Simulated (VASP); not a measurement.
Wanted: the native input for a VASP 6.6.1 run.

| Quantity | Value |
| --- | --- |
| Task | single point |
| Functional | r2SCAN |
| Potentials or basis | VASP PAW PBE potentials, release 64 (Lu) |
| Cutoff | 520 eV |
| k mesh | 9 × 9 × 5 |
| Occupations | fermi-dirac, width 0.05 eV |
| Spin | no spin polarisation |
| Dipole correction | no |
| Further INCAR settings | ALGO = Normal; EDIFF = 1e-07; NBANDS = 32 |

Lu:

```xyz
2
Lattice="3.4608 0.0000 0.0000 -1.7304 2.9972 0.0000 0.0000 0.0000 5.3863" Properties=species:S:1:pos:R:3 pbc="T T T"
Lu    1.7304    0.9991    4.0397
Lu    0.0000    1.9981    1.3466
```

The input as run:

POSCAR

```
Lu
1.0
    3.4608152998      0.0000000000      0.0000000000
   -1.7304076499      2.9971539674      0.0000000000
    0.0000000000      0.0000000000      5.3862753866
Lu
2
Direct
    0.6666666667      0.3333333333      0.7500000000
    0.3333333333      0.6666666667      0.2500000000
```

INCAR.step1

```
ALGO = Normal
EDIFF = 1E-4
ENCUT = 520
GGA = PE
ISMEAR = -1
LASPH = True
LCHARG = False
LREAL = False
LWAVE = True
NBANDS = 32
NELM = 100
PREC = Accurate
SIGMA = 0.05
```

INCAR.step2

```
ALGO = Normal
EDIFF = 1E-7
ENCUT = 520
ISIF = 2
ISMEAR = -1
ISTART = 1
LASPH = True
LCHARG = True
LELF = True
LMIXTAU = True
LREAL = False
LVHAR = True
LWAVE = False
METAGGA = R2SCAN
NBANDS = 32
NELM = 100
PREC = Accurate
SIGMA = 0.05
```

KPOINTS

```
k-points
0
Gamma
  9 9 5
```

Potentials or basis: VASP PAW PBE potentials, release 64 (Lu).

Run with:

```console
$ cat potpaw_PBE.64/Lu/POTCAR > POTCAR
$ cp INCAR.step1 INCAR
$ mpirun -np 1 vasp_std > vasp.out
$ cp INCAR.step2 INCAR
$ mpirun -np 1 vasp_std > vasp.out
```

It gave:

- Pressure: 2.3 GPa
- Band gap on the k mesh: zero (bands 25 and 26 overlap by 1.75 eV)

Caveat: the PAW data sets were made with another functional, which shifts forces and pressure a little; spin-orbit coupling is left out, which moves the levels of the heavy elements.

It took 4.3 min on 1 thread of Intel(R) Xeon(R) Platinum 8559C (Emerald Rapids) (shared host), peak memory 0.21 GiB.
